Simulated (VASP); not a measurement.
Crystal: GaP.

```
Ga P
1.0
     0.00000    2.62811    2.72541
     2.72541    0.00000    2.72541
     2.72541    2.62811    0.00000
Ga P
1 1
Direct
  0.00000 0.00000 0.00000
  0.25000 0.25000 0.25000
```

This cell differs from its parent crystal: uniaxial y strain -3.6%.

Base run:

| Item | Value |
| --- | --- |
| Program | VASP 6.6.1 |
| Functional | r2SCAN |
| Potentials or basis | VASP PAW PBE potentials, release 64 (Ga_d, P) |
| Cutoff | 520 eV |
| k mesh | 8 × 8 × 8 |
| Occupations | gaussian, width 0.01 eV |
| Spin | no spin polarisation |

Its results: band gap on the k mesh 1.47 eV, indirect (least direct gap 2.52 eV); pressure 3.4 GPa.

Question: The run is repeated on the same cell with these changes: functional from r2SCAN to PBE; k mesh from 8 × 8 × 8 to 4 × 4 × 4. What comes out?

Answer: Band gap on the k mesh 1.25 eV, indirect (least direct gap 1.98 eV); pressure 6.3 GPa.

Several settings changed at once, so the effect can't be laid on one alone.

Caveats: some runs use coarse meshes; the PAW data sets were made with another functional, which shifts forces and pressure a little (some runs).

A k mesh can miss the band edges.
